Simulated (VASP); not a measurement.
# AlIn2 (I4/mcm) in VASP: single point with PBE

Aim: the single point of AlIn2 with PBE.

Everything below comes from runs of VASP 6.6.1. Logs are shortened: lines on timing, memory, paths and dates and some standing lists are left out, and cuts for length are marked.

## Step 1: The cell of the first run

Symmetry: I4/mcm, No. 140, tetragonal system. Conventional cell: a = 7.268 Å, b = 7.268 Å, c = 5.523 Å, α = 90.00°, β = 90.00°, γ = 90.00°. Al (site symmetry 422) has 2 Al at 2.76 Å and 8 In at 3.08 Å within 3.6 Å. In (site symmetry m2m) has 4 Al at 3.08 Å and 11 In at 3.18 to 3.89 Å within 4.0 Å.

The cell was generated, and may not be a known phase.

## Step 2: Single point, PBE

Contents of INCAR:

```
SYSTEM = AlIn2
PREC = Accurate ; ENCUT = 520
EDIFF = 1E-7 ; ISMEAR = 0
SIGMA = 0.1 ; LREAL = .FALSE.
LASPH = .TRUE. ; NELM = 100
ALGO = Fast ; ISIF = 2
LWAVE = .FALSE. ; LCHARG = .FALSE.
GGA = PE ; NBANDS = 38
```

Contents of KPOINTS:

```
Automatic mesh
0
G
  10 10 10
  0 0 0
```

Contents of POSCAR:

```
AlIn2
1.0
   -3.6340892676      3.6340892676      2.7614667971
    3.6340892676     -3.6340892676      2.7614667971
    3.6340892676      3.6340892676     -2.7614667971
Al In
2 4
Direct
    0.2500000000      0.2500000000      0.0000000000
    0.7500000000      0.7500000000      0.0000000000
    0.1549020282      0.6549020282      0.8098040563
    0.6549020282      0.8450979718      0.5000000000
    0.3450979718      0.1549020282      0.5000000000
    0.8450979718      0.3450979718      0.1901959437
```

Potentials or basis: VASP PAW PBE potentials, release 64 (Al, In_d).

Run with:

```console
$ cat potpaw_PBE.64/Al/POTCAR potpaw_PBE.64/In_d/POTCAR > POTCAR
$ mpirun -np 1 vasp_std > vasp.out
```

OUTCAR:

```text
SYSTEM = AlIn2
   PREC = Accurate
   ENCUT = 520
   EDIFF = 1E-7
   ISMEAR = 0
   LREAL = .FALSE.
   LASPH = .TRUE.
   NELM = 100
   ISIF = 2
   GGA = PE

 ion  position               nearest neighbor table
   1  0.250  0.250  0.000-   2 2.76   2 2.76   5 3.08   5 3.08   4 3.08   4 3.08   6 3.08   3 3.08
                             3 3.08   6 3.08
   2  0.750  0.750  0.000-   1 2.76   1 2.76   4 3.08   4 3.08   5 3.08   5 3.08   3 3.08   6 3.08
                             3 3.08   6 3.08
   3  0.155  0.655  0.810-   2 3.08   1 3.08   1 3.08   2 3.08   6 3.18   6 3.38   6 3.38   4 3.56
                             5 3.56   4 3.56   5 3.56   5 3.89   4 3.89   4 3.89   5 3.89
   4  0.655  0.845  0.500-   1 3.08   2 3.08   2 3.08   1 3.08   5 3.18   5 3.38   5 3.38   6 3.56
                             3 3.56   3 3.56   6 3.56   6 3.89   3 3.89   3 3.89   6 3.89
   5  0.345  0.155  0.500-   2 3.08   1 3.08   1 3.08   2 3.08   4 3.18   4 3.38   4 3.38   6 3.56
                             3 3.56   3 3.56   6 3.56   3 3.89   6 3.89   6 3.89   3 3.89
   6  0.845  0.345  0.190-   2 3.08   1 3.08   1 3.08   2 3.08   3 3.18   3 3.38   3 3.38   5 3.56
                             4 3.56   5 3.56   4 3.56   5 3.89   4 3.89   5 3.89   4 3.89

  LATTYP: Found a body centered tetragonal cell.
 ALAT       =     7.2681785352
 C/A-ratio  =     0.7598786364

  Lattice vectors:

 A1 = (  -3.6340892676,   3.6340892676,   2.7614667971)
 A2 = (   3.6340892676,  -3.6340892676,   2.7614667971)
 A3 = (   3.6340892676,   3.6340892676,  -2.7614667971)

Analysis of symmetry for initial positions (statically):
=====================================================================
 Subroutine PRICEL returns:
 Original cell was already a primitive cell.

 Routine SETGRP: Setting up the symmetry group for a
 body centered tetragonal supercell.

 Subroutine GETGRP returns: Found 16 space group operations
 (whereof  8 operations were pure point group operations)
 out of a pool of 16 trial point group operations.

The static configuration has the point symmetry C_4h.
 The point group associated with its full space group is D_4h.

Analysis of symmetry for dynamics (positions and initial velocities):
=====================================================================
 Subroutine PRICEL returns:
 Original cell was already a primitive cell.

 Routine SETGRP: Setting up the symmetry group for a
 body centered tetragonal supercell.

 Subroutine GETGRP returns: Found 16 space group operations
 (whereof  8 operations were pure point group operations)
 out of a pool of 16 trial point group operations.

The dynamic configuration has the point symmetry C_4h.
 The point group associated with its full space group is D_4h.

[... 114 lines left out ...]
   POTIM  = 0.5000    time-step for ionic-motion
   TEBEG  =    0.0;   TEEND  =   0.0 temperature during run
   PSTRESS=    0.0 pullay stress
   NELECT =      58.0000    total number of electrons
   NUPDOWN=      -1.0000    fix difference up-down
   EMIN   =  10.00;   EMAX   =-10.00  energy-range for DOS
   EFERMI =   0.00;   METHOD = LEGACY
   ISMEAR =     0;   SIGMA  =   0.10  broadening in eV -4-tet -1-fermi 0-gaus
   EFERMI_NEDOS =   21; number of points for ismear=-14 and -15
   IALGO  =     68    algorithm
   IMIX   =      4    mixing-type and parameters
     AMIX     =   0.40;   BMIX     =  1.00
     AMIX_MAG =   1.60;   BMIX_MAG =  1.00
  volume/ion in A,a.u.               =      24.31       164.07
  Fermi-wavevector in a.u.,A,eV,Ry     =   1.203799  2.274849 19.716625  1.449131
  Thomas-Fermi vector in A             =   2.339542
   LORBIT       =      0    0 simple, 1 ext, 2 COOP (PROOUT), +10 PAW based schemes
   GGA     = PE    functional components
   LHFCALC =     F    Hartree Fock is set to
   AEXX    =    0.0000 exact exchange contribution
   IVDW    =     0    specifies the selected vdW correction
   LEPSILON=     F    determine dielectric tensor
   LRPA    =     F    only Hartree local field effects (RPA)
 non-spin polarized calculation
 RMM-DIIS sequential band-by-band and
 Gauss-broadening in eV      SIGMA  =   0.10
  energy-cutoff  :      520.00
  volume of cell :      145.88
 maximum number of plane-waves:      3958
 NGX is ok and might be reduce to    48
   NGX = 21   NGY = 21   NGZ = 21

 number of electron      58.0000005 magnetization

 Free energy of the ion-electron system (eV)
  ---------------------------------------------------
  ext. energy  EPLUGINS =         0.00000000
  ---------------------------------------------------
  free energy    TOTEN  =       -17.24050166 eV

  energy without entropy =      -17.22607015  energy(sigma->0) =      -17.23328591

 E-fermi :   7.0183     XC(G=0):  -9.9867

 val. band max:        7.0011709449   @ k =  -0.4000   0.1000  -0.0000
 cond. band min:       7.0233111160   @ k =   0.4000   0.2000   0.0000
 fundamental gap:      0.0221401711
 Fermi energy:         7.0183351200

 k-point     1 :       0.0000    0.0000    0.0000
  band No.  band energies     occupation
      1      -7.6010      2.00000
      2      -7.5684      2.00000
      3      -7.5470      2.00000
      4      -7.5470      2.00000
      5      -7.5213      2.00000
      6      -7.5032      2.00000
[... 973 lines left out ...]
     37      12.1602      0.00000
     38      12.3846      0.00000

 [... further k-points ...]

------------------------ aborting loop because EDIFF is reached ----------------------------------------

  FORCE on cell =-STRESS in cart. coord.  units (eV):
  Direction    XX          YY          ZZ          XY          YZ          ZX
  --------------------------------------------------------------------------------------
  -------------------------------------------------------------------------------------
  Total       -0.0413841     -0.0413841     -0.0270398      0.0000000      0.0000000      0.0000000
  in kB       -0.4545197     -0.4545197     -0.2969770      0.0000000      0.0000000      0.0000000
  external PRESSURE =      -0.4020055 kB  Pullay stress =       0.0000000 kB

 VOLUME and BASIS-vectors are now :
 -----------------------------------------------------------------------------
  energy-cutoff  :      520.00
  volume of cell :      145.88
      direct lattice vectors                 reciprocal lattice vectors
    -3.634089268  3.634089268  2.761466797     0.000000000  0.137586053  0.181063195
     3.634089268 -3.634089268  2.761466797     0.137586053  0.000000000  0.181063195
     3.634089268  3.634089268 -2.761466797     0.137586053  0.137586053  0.000000000

 POSITION                                       TOTAL-FORCE (eV/Angst)
 -----------------------------------------------------------------------------------
      0.00000      0.00000      1.38073         0.000000      0.000000     -0.000000
      0.00000      0.00000      4.14220        -0.000000      0.000000     -0.000000
      4.75994      1.12586      0.00000        -0.000995     -0.000995      0.000000
      2.50823      1.12586      2.76147         0.000995     -0.000995      0.000000
      1.12586      2.50823      0.00000        -0.000995      0.000995      0.000000
     -1.12586      2.50823      2.76147         0.000995      0.000995     -0.000000
 -----------------------------------------------------------------------------------
    total drift:                                0.000000      0.000000      0.000000

  FREE ENERGIE OF THE ION-ELECTRON SYSTEM (eV)
  ---------------------------------------------------
  free  energy   TOTEN  =       -17.2405016562 eV

  energy  without entropy=      -17.2260701544  energy(sigma->0) =      -17.23328591
```

stdout:

```text
POSCAR found type information on POSCAR AlIn
 POSCAR found :  2 types and       6 ions
 scaLAPACK will be used
 LDA part: xc-table for (Slater+PW92), standard interpolation
 POSCAR, INCAR and KPOINTS ok, starting setup
 FFT: planning ... GRIDC
 FFT: planning ... GRID_SOFT
 FFT: planning ... GRID
 WAVECAR not read
 entering main loop
```

Run time: 12 min. Hardware: 1 thread of Intel Xeon Platinum 8488C (Sapphire Rapids), shared host; peak memory 0.61 GiB.

What came out:

```
Free energy            : -17.2405 eV
Pressure               : 0.0 GPa
Band gap on the k mesh : zero (bands 29 and 30 overlap by 2.74 eV)
```

Caveat: spin-orbit coupling is left out, which moves the levels of the heavy elements.

The gap in the log of VASP goes by the Fermi energy; the results here count the filled bands.